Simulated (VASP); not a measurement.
# Li8CaCl10 in VASP: further runs, part 2 of 2

VASP 6.6.1. The steps go on from the part before.

### 4 Single point, PBE

INCAR reads:

```
SYSTEM = Li8CaCl10
PREC = Accurate ; ENCUT = 520
EDIFF = 1E-6 ; ISMEAR = -1
SIGMA = 0.0991 ; LREAL = Auto
LASPH = .True. ; NELM = 60
ALGO = Normal ; ISIF = 2
LWAVE = .False. ; LCHARG = .False.
GGA = PE ; ISYM = 0
NBANDS = 67
```

KPOINTS reads:

```
Automatic mesh
0
Gamma
  1 1 1
  0 0 0
```

POSCAR reads:

```
Li8CaCl10
1.0
    7.6216650000     -0.1881850000     -0.0394400000
   -0.1881850000      7.3227830000     -0.1529230000
   -0.0394400000     -0.1529230000      7.6842230000
Li Cl Ca
8 10 1
Direct
    0.4061772721      0.9026807079      0.6448308793
    0.7793442549      0.7271459826      0.4515432052
    0.5823488632      0.1791714601      0.2306938875
    0.0478780725      0.5376005944      0.1187693026
    0.3416342113      0.3022499071      0.8580530544
    0.0741437430      0.0502275416      0.2479133122
    0.5927131063      0.7076411821      0.8348195019
    0.3435947118      0.4210305143      0.4620477080
    0.8739552046      0.3830006807      0.2926676394
    0.7336400184      0.0517639945      0.5122019061
    1.0611924583      0.4978730126      0.8017795248
    0.1032940672      0.7352701956      0.3789795848
    0.9638016873      0.8931213274      0.9773719648
    0.5121197068      0.6381826991      0.5254420407
    0.4848053064     -0.0342722371      0.9344360136
    0.6019623806      0.4455971186      0.8809055183
    0.2039813735      0.1758395702      0.6023409185
    0.3376762208      0.2867505311      0.2003774099
    0.8637114238      0.1937517519      0.7989086050
```

Potentials or basis: VASP PAW PBE potentials, release 64 (Li_sv, Cl, Ca_sv).

Started as:

```console
> cat potpaw_PBE.64/Li_sv/POTCAR potpaw_PBE.64/Cl/POTCAR potpaw_PBE.64/Ca_sv/POTCAR > POTCAR
> mpirun -np 1 vasp_gam > vasp.out
```

OUTCAR:

```text
SYSTEM = Li8CaCl10
   PREC = Accurate
   ENCUT = 520
   EDIFF = 1E-6
   ISMEAR = -1
   LREAL = Auto
   LASPH = .True.
   NELM = 60
   ISIF = 2
   GGA = PE
   ISYM = 0

 ion  position               nearest neighbor table
   1  0.406  0.903  0.645-  14 2.30  15 2.32   7 2.56  17 2.62
   2  0.779  0.727  0.452-  14 2.19  10 2.45  12 2.54
   3  0.582  0.179  0.231-  18 2.08
   4  0.048  0.538  0.119-   9 2.20  12 2.44  11 2.45
   5  0.342  0.302  0.858-  16 2.20  17 2.35
   6  0.074  0.050  0.248-  13 2.46  12 2.57  18 2.62
   7  0.593  0.708  0.835-  16 1.97  15 2.21  14 2.48   1 2.56
   8  0.344  0.421  0.462-  14 2.03  18 2.20  17 2.35
   9  0.874  0.383  0.293-   4 2.20
  10  0.734  0.052  0.512-   2 2.45  19 2.57
  11  0.061  0.498  0.802-   4 2.45  19 2.63
  12  0.103  0.735  0.379-   4 2.44   2 2.54   6 2.57
  13  0.964  0.893  0.977-   6 2.46  19 2.78
  14  0.512  0.638  0.525-   8 2.03   2 2.19   1 2.30   7 2.48
  15  0.485  0.966  0.934-   7 2.21   1 2.32
  16  0.602  0.446  0.881-   7 1.97   5 2.20  19 2.84
  17  0.204  0.176  0.602-   8 2.35   5 2.35   1 2.62
  18  0.338  0.287  0.200-   3 2.08   8 2.20   6 2.62
[... 165 lines left out ...]
  band No.  band energies     occupation
      1     -44.9176      2.00000
      2     -44.8690      2.00000
      3     -44.6983      2.00000
      4     -44.6686      2.00000
      5     -44.5010      2.00000
      6     -44.4747      2.00000
[... 56 lines left out ...]
     63       7.0008      0.00000
     64       7.0693      0.00000
 [bands above 64 left out]

------------------------ aborting loop because EDIFF is reached ----------------------------------------

  FORCE on cell =-STRESS in cart. coord.  units (eV):
  Direction    XX          YY          ZZ          XY          YZ          ZX
  --------------------------------------------------------------------------------------
  -------------------------------------------------------------------------------------
  Total        5.2357378      8.0807444      3.1692547      1.7713283      0.0688633     -1.1145954
  in kB       19.5808993     30.2208113     11.8525524      6.6245107      0.2575388     -4.1684249
  external PRESSURE =      20.5514210 kB  Pullay stress =       0.0000000 kB

 VOLUME and BASIS-vectors are now :
 -----------------------------------------------------------------------------
  energy-cutoff  :      520.00
  volume of cell :      428.41
      direct lattice vectors                 reciprocal lattice vectors
     7.621665000 -0.188185000 -0.039440000     0.131292453  0.003389509  0.000741325
    -0.188185000  7.322783000 -0.152923000     0.003389509  0.136704385  0.002737938
    -0.039440000 -0.152923000  7.684223000     0.000741325  0.002737938  0.130195067

 POSITION                                       TOTAL-FORCE (eV/Angst)
 -----------------------------------------------------------------------------------
      2.90044      6.43509      4.80096        -0.591852      0.586084     -0.403476
      5.78525      5.10902      3.32782         0.979878     -0.080460     -0.348958
      4.39565      1.16717      1.72234         1.283517     -0.248865      0.077082
      0.25906      3.90956      0.82855         0.152957      0.587423     -0.127430
      2.51310      2.01780      6.53378        -0.490002     -0.153947      0.166223
      0.54587      0.31594      1.89442         0.043815     -0.204167      0.164047
[... 11 lines left out ...]
      2.51179      2.00562      1.48258        -1.223438      0.197897     -0.546240
      6.51495      1.13409      6.07530         0.222236     -0.054784      0.330872
 -----------------------------------------------------------------------------------
    total drift:                                0.000641      0.003709      0.000330

  FREE ENERGIE OF THE ION-ELECTRON SYSTEM (eV)
  ---------------------------------------------------
  free  energy   TOTEN  =       -67.4222763400 eV

  energy  without entropy=      -67.4222763363  energy(sigma->0) =      -67.42227634
```

stdout:

```text
POSCAR found type information on POSCAR LiClCa
 POSCAR found :  3 types and      19 ions
 scaLAPACK will be used
 LDA part: xc-table for (Slater+PW92), standard interpolation
 POSCAR, INCAR and KPOINTS ok, starting setup
 FFT: planning ... GRIDC
 FFT: planning ... GRID_SOFT
 FFT: planning ... GRID
 WAVECAR not read
 entering main loop
```

It took 99 s on 1 thread of Intel Xeon 6975P-C, shared host; peak memory 0.42 GiB.

Results:

```yaml
Free_energy: -67.4223 eV
Largest_force: 2.176 eV/Å
Band_gap_on_the_k_mesh: 4.29 eV
```

Forces on the atoms (eV/Å):
```
Li  -0.592  0.586 -0.403
Li   0.980 -0.080 -0.349
Li   1.284 -0.249  0.077
Li   0.153  0.587 -0.127
Li  -0.490 -0.154  0.166
Li   0.044 -0.204  0.164
Li   0.285  1.230 -0.087
Li  -1.256 -0.654 -0.022
Cl  -0.738 -0.740 -0.502
Cl  -0.634 -0.632 -0.374
Cl   0.252  0.123  0.828
Cl   0.035  0.684 -0.067
Cl  -0.358  0.884  0.152
Cl   0.588  1.038  0.398
Cl   0.179  0.232 -0.195
Cl   0.722 -1.981  0.541
Cl   0.547 -0.813  0.017
Cl  -1.223  0.198 -0.546
Ca   0.222 -0.055  0.331
```

Caveat: the k points lie up to 0.86 Å⁻¹ apart; the cutoff is under 1.25 times the usual one of these potentials, so pressure, stress and relaxed cells hold a basis-set (Pulay) error.

### 5 Single point, PBE

INCAR reads:

```
SYSTEM = Li8CaCl10
ALGO = Normal
EDIFF = 1E-7
ENCUT = 520
GGA = PE
ISIF = 2
ISMEAR = -1
ISYM = 0
LASPH = .True.
LCHARG = .False.
LREAL = Auto
LWAVE = .False.
NBANDS = 67
NELM = 100
PREC = Accurate
SIGMA = 0.0991
```

KPOINTS reads:

```
k-points
0
Gamma
  1 1 1
  0 0 0
```

POSCAR reads:

```
Li8CaCl10
1.0
    7.6216650000     -0.1881850000     -0.0394400000
   -0.1881850000      7.3227830000     -0.1529230000
   -0.0394400000     -0.1529230000      7.6842230000
Li Cl Ca
8 10 1
Direct
    0.2883897382      0.8111577446      0.6536068471
    0.6779739467      0.6839070515      0.3540631773
    0.5777330384      0.2834777152      0.3046507179
    0.0490977589      0.5948799153      0.1297716421
    0.3985377415      0.2640324510      0.8611361179
    0.1884489348      0.0900307254      0.2027438811
    0.6837578921      0.6979060541      0.8056578133
    0.1361454797      0.4442892404      0.5223292740
    0.9007503933      0.3409228927      0.2780722979
    0.7476939275     -0.0319170961      0.4332392736
    1.1030500286      0.4803397414      0.8331658630
    0.1029086620      0.7716596172      0.4091932550
    0.9740251822      0.9454509439      1.0400343337
    0.4608973001      0.5538935181      0.5446340961
    0.4883621395     -0.0126273833      0.9027614094
    0.7012601914      0.4368443504      0.9342723722
    0.2237186061      0.1183461183      0.6238921366
    0.3153396041      0.3676218592      0.1872440234
    0.9132468353      0.1760144109      0.7696290317
```

Started as:

```console
> cat potpaw_PBE.64/Li_sv/POTCAR potpaw_PBE.64/Cl/POTCAR potpaw_PBE.64/Ca_sv/POTCAR > POTCAR
> mpirun -np 1 vasp_gam > vasp.out
```

Run time: 1.7 min. Hardware: 1 thread of Intel Xeon 6975P-C, shared host; peak memory 0.42 GiB.

The run converged. Its results:

* Free energy: -66.9125 eV
* Largest force: 1.346 eV/Å
* Band gap on the k mesh: 3.92 eV

Forces on the atoms (eV/Å):
```
Li   0.152  0.095 -0.028
Li   0.043 -0.058  0.091
Li   0.456 -0.225 -0.012
Li   0.077 -0.005  0.248
Li  -0.052  0.526  0.058
Li  -0.369 -0.344  0.343
Li  -0.422  0.389 -0.129
Li   0.264  0.235 -0.594
Cl  -0.340  0.654  0.875
Cl  -0.789  0.567  0.932
Cl   0.374  0.629 -0.378
Cl   0.281 -1.008 -0.273
Cl  -0.214 -0.207 -1.008
Cl   0.860  0.172  0.429
Cl   0.635 -1.051  0.085
Cl  -0.576 -0.208 -0.225
Cl  -0.158  0.736 -0.268
Cl   0.436 -0.225 -0.355
Ca  -0.659 -0.670  0.212
```

Levels at points of the mesh, in eV from the valence-band top:
```
           k point  band 50  band 51  band 52  band 53  band 54  band 55
(0.00, 0.00, 0.00)    -0.43    -0.29     0.00     3.92     4.81     4.85
```

Caveat: the k points lie up to 0.86 Å⁻¹ apart; the cutoff is under 1.25 times the usual one of these potentials, so pressure, stress and relaxed cells hold a basis-set (Pulay) error.

### 6 Single point, PBE

INCAR reads:

```
ALGO     = Normal         # electronic algorithm
EDIFF    = 1E-6           # SCF threshold, eV
ENCUT    = 520            # plane-wave cutoff, eV
GGA      = PE             # functional
ISIF     = 2              # what is computed and relaxed
ISMEAR   = -1             # smearing method
ISYM     = 0            
LASPH    = True           # aspherical terms in the spheres
LCHARG   = False          # write CHGCAR
LREAL    = Auto         
LWAVE    = False          # write WAVECAR
NBANDS   = 67             # bands
NELM     = 60             # most SCF steps
PREC     = Accurate       # precision mode
SIGMA    = 0.0552         # smearing width, eV
```

KPOINTS reads:

```
k-points
0
Gamma
  1 1 1
```

POSCAR reads:

```
Li8CaCl10
1.0
    7.6216650000     -0.1881850000     -0.0394400000
   -0.1881850000      7.3227830000     -0.1529230000
   -0.0394400000     -0.1529230000      7.6842230000
Li Cl Ca
8 10 1
Direct
    0.3958398893      0.8869127552      0.6319815659
    0.7729124479      0.6606733578      0.3908705954
    0.5892691424      0.2708070955      0.3276157405
    0.1674009097      0.6416362814      0.1102771532
    0.4453171703      0.3719611262      0.7586406225
    0.1396859555      0.1109093667      0.2929279652
    0.7169928193      0.6901665520      0.8914067872
    0.2589190801      0.4776224535      0.4123506341
    0.8856605217      0.4137981958      0.3093607138
    0.7274885288      1.0190642890      0.5083226392
    0.0996526876      0.5193852764      0.8062850670
    0.1315814900      0.8084201478      0.4005195591
    0.9355891410      0.9051216715     -0.0018588012
    0.5190270212      0.5740445079      0.5418234263
    0.4897331449      0.9305464025      0.9000277611
    0.6886002547      0.3662240894      0.9077986779
    0.2441563603      0.1556668850      0.5925155444
    0.3360086856      0.3168606105      0.1701882491
    0.9329707660      0.1462866198      0.7718987275
```

Potentials or basis: VASP PAW PBE potentials, release 64 (Li_sv, Cl, Ca_sv).

Started as:

```console
> cat potpaw_PBE.64/Li_sv/POTCAR potpaw_PBE.64/Cl/POTCAR potpaw_PBE.64/Ca_sv/POTCAR > POTCAR
> mpirun -np 1 vasp_gam > vasp.out
```

OUTCAR:

```text
EDIFF = 1E-6
   ENCUT = 520
   GGA = PE
   ISIF = 2
   ISMEAR = -1
   ISYM = 0
   LASPH = True
   LREAL = Auto
   NELM = 60
   PREC = Accurate

 ion  position               nearest neighbor table
   1  0.396  0.887  0.632-  15 2.18  17 2.36  14 2.59
   2  0.773  0.661  0.391-   9 2.12  14 2.34
   3  0.589  0.271  0.328-  18 2.31   9 2.45  10 2.61
   4  0.167  0.642  0.110-  11 2.51  12 2.52
   5  0.445  0.372  0.759-  16 2.17  14 2.33  17 2.46
   6  0.140  0.111  0.293-  18 2.31  12 2.39  17 2.43
   7  0.717  0.690  0.891-  13 2.35  16 2.38  15 2.53
   8  0.259  0.478  0.412-  18 2.26  14 2.28
   9  0.886  0.414  0.309-   2 2.12   3 2.45
  10  0.727  0.019  0.508-   3 2.61  19 2.66
  11  0.100  0.519  0.806-   4 2.51
  12  0.132  0.808  0.401-   6 2.39   4 2.52
  13  0.936  0.905  0.998-   7 2.35  19 2.53
  14  0.519  0.574  0.542-   8 2.28   5 2.33   2 2.34   1 2.59
  15  0.490  0.931  0.900-   1 2.18   7 2.53
  16  0.689  0.366  0.908-   5 2.17   7 2.38  19 2.71
  17  0.244  0.156  0.593-   1 2.36   6 2.43   5 2.46  19 2.75
  18  0.336  0.317  0.170-   8 2.26   6 2.31   3 2.31
  19  0.933  0.146  0.772-  13 2.53  10 2.66  16 2.71  17 2.75

IMPORTANT INFORMATION: All symmetrisations will be switched off!
NOSYMM: (Re-)initialisation of all symmetry stuff for point group C_1.

----------------------------------------------------------------------------------------

                                     Primitive cell

  volume of cell :     428.4063

  direct lattice vectors                    reciprocal lattice vectors
     7.621665000 -0.188185000 -0.039440000     0.131292453  0.003389509  0.000741325
    -0.188185000  7.322783000 -0.152923000     0.003389509  0.136704385  0.002737938
    -0.039440000 -0.152923000  7.684223000     0.000741325  0.002737938  0.130195067

  length of vectors
     7.624089879  7.326796701  7.685845697     0.131338290  0.136773806  0.130225963

[... 112 lines left out ...]
  Fermi-wavevector in a.u.,A,eV,Ry     =   1.021255  1.929891 14.190344  1.042961
  Thomas-Fermi vector in A             =   2.154869
   LORBIT       =      0    0 simple, 1 ext, 2 COOP (PROOUT), +10 PAW based schemes
   GGA     = PE    functional components
   LHFCALC =     F    Hartree Fock is set to
   AEXX    =    0.0000 exact exchange contribution
   IVDW    =     0    specifies the selected vdW correction
   LEPSILON=     F    determine dielectric tensor
   LRPA    =     F    only Hartree local field effects (RPA)
 non-spin polarized calculation
  energy-cutoff  :      520.00
  volume of cell :      428.41
 maximum number of plane-waves:      5772
 NGX is ok and might be reduce to    60

 number of electron     104.0000016 magnetization

 Free energy of the ion-electron system (eV)
  ---------------------------------------------------
  ext. energy  EPLUGINS =         0.00000000
  ---------------------------------------------------
  free energy    TOTEN  =       -68.17527293 eV

  energy without entropy =      -68.17527293  energy(sigma->0) =      -68.17527293

 E-fermi :   1.3262     XC(G=0):  -7.6000

 val. band max:       -0.1415872432   @ k =   0.0000   0.0000   0.0000
 cond. band min:       4.2628560283   @ k =   0.0000   0.0000   0.0000
 fundamental gap:      4.4044432715
 Fermi energy:         1.3262471922

 k-point     1 :       0.0000    0.0000    0.0000
  band No.  band energies     occupation
      1     -45.0932      2.00000
      2     -44.9124      2.00000
      3     -44.7948      2.00000
      4     -44.7699      2.00000
      5     -44.7331      2.00000
      6     -44.5934      2.00000
[... 56 lines left out ...]
     63       6.9904      0.00000
     64       7.0951      0.00000
 [bands above 64 left out]

------------------------ aborting loop because EDIFF is reached ----------------------------------------

  FORCE on cell =-STRESS in cart. coord.  units (eV):
  Direction    XX          YY          ZZ          XY          YZ          ZX
  --------------------------------------------------------------------------------------
  -------------------------------------------------------------------------------------
  Total        1.5865492      1.2527758      4.2057594      1.5442941      0.7512749      0.5036684
  in kB        5.9334638      4.6851995     15.7289296      5.7754357      2.8096590      1.8836468
  external PRESSURE =       8.7825310 kB  Pullay stress =       0.0000000 kB

 VOLUME and BASIS-vectors are now :
 -----------------------------------------------------------------------------
  energy-cutoff  :      520.00
  volume of cell :      428.41
      direct lattice vectors                 reciprocal lattice vectors
     7.621665000 -0.188185000 -0.039440000     0.131292453  0.003389509  0.000741325
    -0.188185000  7.322783000 -0.152923000     0.003389509  0.136704385  0.002737938
    -0.039440000 -0.152923000  7.684223000     0.000741325  0.002737938  0.130195067

 POSITION                                       TOTAL-FORCE (eV/Angst)
 -----------------------------------------------------------------------------------
      2.82513      6.32353      4.70505        -0.014462     -0.163505     -0.288126
      5.75114      4.63274      2.87202         0.147488      0.907142      0.334953
      4.42733      1.82207      2.45282         0.536895     -0.111961      0.003862
      1.15078      4.65020      0.74267        -0.393617      0.107189     -0.511678
      3.29414      2.52397      5.75512        -0.706748     -0.176115      0.053908
      1.03221      0.74108      2.22845        -0.310030     -0.312859     -0.023372
[... 11 lines left out ...]
      2.49461      2.23104      1.24606        -0.250611      0.219061     -0.029784
      7.05282      0.77761      5.87227        -0.036206      0.990754     -0.307050
 -----------------------------------------------------------------------------------
    total drift:                                0.000991     -0.004514      0.003721

  FREE ENERGIE OF THE ION-ELECTRON SYSTEM (eV)
  ---------------------------------------------------
  free  energy   TOTEN  =       -68.1752729303 eV

  energy  without entropy=      -68.1752729303  energy(sigma->0) =      -68.17527293
```

OSZICAR:

```text
N       E                     dE             d eps       ncg     rms          rms(c)
DAV:   1     0.121562033755E+04    0.12156E+04   -0.49849E+04   134   0.155E+03
DAV:   2     0.101298575183E+03   -0.11143E+04   -0.10564E+04   174   0.387E+02
DAV:   3    -0.534947131288E+02   -0.15479E+03   -0.15388E+03   172   0.129E+02
DAV:   4    -0.672521943022E+02   -0.13757E+02   -0.13695E+02   244   0.397E+01
DAV:   5    -0.701338926321E+02   -0.28817E+01   -0.28798E+01   204   0.119E+01    0.929E+00
DAV:   6    -0.681584264285E+02    0.19755E+01   -0.50334E+00   164   0.735E+00    0.645E+00
DAV:   7    -0.680400299515E+02    0.11840E+00   -0.17452E+00   196   0.379E+00    0.371E+00
DAV:   8    -0.681463982968E+02   -0.10637E+00   -0.29612E-01   196   0.181E+00    0.714E-01
DAV:   9    -0.681638714380E+02   -0.17473E-01   -0.48569E-02   180   0.658E-01    0.334E-01
DAV:  10    -0.681728897542E+02   -0.90183E-02   -0.11119E-02   180   0.351E-01    0.151E-01
DAV:  11    -0.681749861180E+02   -0.20964E-02   -0.25045E-03   172   0.184E-01    0.758E-02
DAV:  12    -0.681751941541E+02   -0.20804E-03   -0.54550E-04   212   0.778E-02    0.263E-02
DAV:  13    -0.681752503282E+02   -0.56174E-04   -0.71101E-05   156   0.318E-02    0.138E-02
DAV:  14    -0.681752668428E+02   -0.16515E-04   -0.21205E-05   164   0.154E-02    0.753E-03
DAV:  15    -0.681752727215E+02   -0.58787E-05   -0.63351E-06   140   0.107E-02    0.332E-03
DAV:  16    -0.681752729303E+02   -0.20873E-06   -0.94280E-07   116   0.430E-03
   1 F= -.68175273E+02 E0= -.68175273E+02  d E =-.875198E-11
```

Wall time 93 s (1 thread of Intel Xeon 6975P-C, shared host); peak memory 0.42 GiB.

Results:

* Free energy: -68.1753 eV
* Largest force: 1.285 eV/Å
* Band gap on the k mesh: 4.40 eV

Forces on the atoms (eV/Å):
```
Li  -0.014 -0.164 -0.288
Li   0.147  0.907  0.335
Li   0.537 -0.112  0.004
Li  -0.394  0.107 -0.512
Li  -0.707 -0.176  0.054
Li  -0.310 -0.313 -0.023
Li  -0.111  0.154 -0.025
Li  -0.563  0.214  0.550
Cl   0.428 -0.667 -0.153
Cl  -0.300 -0.159 -0.337
Cl   0.381 -0.190  0.202
Cl   0.281 -1.024 -0.724
Cl   0.272 -0.318  0.710
Cl   0.115  0.094 -0.098
Cl   0.070 -0.690  0.388
Cl   0.156  0.335  0.108
Cl   0.298  0.791  0.147
Cl  -0.251  0.219 -0.030
Ca  -0.036  0.991 -0.307
```

Caveat: the k points lie up to 0.86 Å⁻¹ apart; the cutoff is under 1.25 times the usual one of these potentials, so pressure, stress and relaxed cells hold a basis-set (Pulay) error.

### 7 Summary

| smearing | gap on the mesh (eV) | largest force (eV/Å) |
| --- | --- | --- |
| fermi-dirac 0.1379 eV | 3.78 | 1.51 |
| fermi-dirac 0.0991 eV | 3.92 | 1.35 |
| fermi-dirac 0.0552 eV | 4.40 | 1.29 |

Some of these runs hold the atoms at other places in the same cell, which the table doesn't show; runs alike in all that it shows share one row.

Alike in all rows: task single point; level PBE; potentials or basis VASP PAW PBE potentials, release 64 (Li_sv, Cl, Ca_sv); no spin polarisation; cell as given; k mesh 1 × 1 × 1; cutoff (eV) 520.

Caveats: all runs use coarse meshes; the cutoff is under 1.25 times the usual one of these potentials, so pressure, stress and relaxed cells hold a basis-set (Pulay) error.

Total energies depend on the potentials used, so only differences within one code and one set of settings carry meaning.
